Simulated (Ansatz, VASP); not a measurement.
## Two plane-wave programs on TaN

```xyz
2
Lattice="2.9380 0.0000 0.0000 -1.4690 2.5444 0.0000 0.0000 0.0000 2.8830" Properties=species:S:1:pos:R:3 pbc="T T T"
Ta    0.0000    1.6963    1.4415
N     0.0000    0.0000    0.0000
```

Alike in both runs: task relaxation of cell and atoms; functional revPBE; k mesh 10 × 10 × 9; occupations fermi-dirac, width 0.05 eV; no spin polarisation.

|  | VASP | Ansatz |
| --- | --- | --- |
| version | VASP 6.6.1 | Ansatz 0.2.0 |
| potentials or method | VASP PAW PBE potentials, release 64 (Ta_pv, N) | Ansatz PAW |
| plane-wave cutoff (eV) | 600 | 420 |
| valence electrons in the cell | 16 | 18 |

```tsv
	VASP	Ansatz	Ansatz less VASP
gap on the k mesh at the Fermi level, each at its own relaxed structure (eV)	none	none	-
relaxed volume (Å³/atom)	11.05	11.03	-0.021
relaxed cell length with the largest relative difference (Å)	2.910	2.908	-0.0022
```

VASP's potentials were made for PBE, not for revPBE. A gap of «none» marks a metal or a gap that the smearing closes. VASP's potentials hold 16 valence electrons a cell and Ansatz's 18, so a difference there can come from the potentials and not from the codes.

Spin-orbit coupling is off throughout. Noted on Ansatz's run: the plane-wave basis is chosen anew once the cell has moved, so the energies of steps on either side of that aren't comparable.
